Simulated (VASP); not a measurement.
Write the native input for VASP 6.6.1 that does the following.

```
Task                   : single point
Functional             : PBE
Potentials or basis    : VASP PAW PBE potentials, release 64 (Bi_d, Te)
Cutoff                 : 500 eV
k mesh                 : 12 × 12 × 12
Occupations            : gaussian, width 0.1 eV
Spin                   : no spin polarisation
Dipole correction      : no
Further INCAR settings : ALGO = Normal; EDIFF = 1e-06; NBANDS = 18
```

The structure of BiTe lies in POSCAR:

```
BiTe
1.0
    0.0000000000      3.2350000000      3.2350000000
    3.2350000000      0.0000000000      3.2350000000
    3.2350000000      3.2350000000      0.0000000000
Bi Te
1 1
Direct
    0.5000000000      0.5000000000      0.5000000000
    0.0000000000      0.0000000000      0.0000000000
```

These files were run (other wordings do the same):

INCAR

```
SYSTEM = BiTe
PREC     = Accurate       ! precision mode
ENCUT    = 500            ! plane-wave cutoff, eV
EDIFF    = 1E-6           ! SCF threshold, eV
ISMEAR   = 0              ! smearing method
SIGMA    = 0.1            ! smearing width, eV
LREAL    = .FALSE.        ! projectors in reciprocal space
LASPH    = .TRUE.         ! aspherical terms in the spheres
NELM     = 120            ! most SCF steps
ALGO     = Normal         ! electronic algorithm
ISIF     = 2              ! what is computed and relaxed
LWAVE    = .FALSE.        ! write WAVECAR
LCHARG   = .FALSE.        ! write CHGCAR
GGA      = PE             ! functional
NBANDS   = 18             ! bands
GGA_COMPAT= .FALSE.
```

KPOINTS

```
regular mesh
0
G
  12 12 12
  0 0 0
```

Potentials or basis: VASP PAW PBE potentials, release 64 (Bi_d, Te).

Run with:

```console
$ cat potpaw_PBE.64/Bi_d/POTCAR potpaw_PBE.64/Te/POTCAR > POTCAR
$ mpirun -np 1 vasp_std > vasp.out
```

Results of the run:

```json
{
 "Pressure": "0.6 GPa"
}
```

It took 100 s on 1 thread of AMD EPYC 7R43 64-Core Processor (Zen 3) (shared host), peak memory 0.2 GiB.
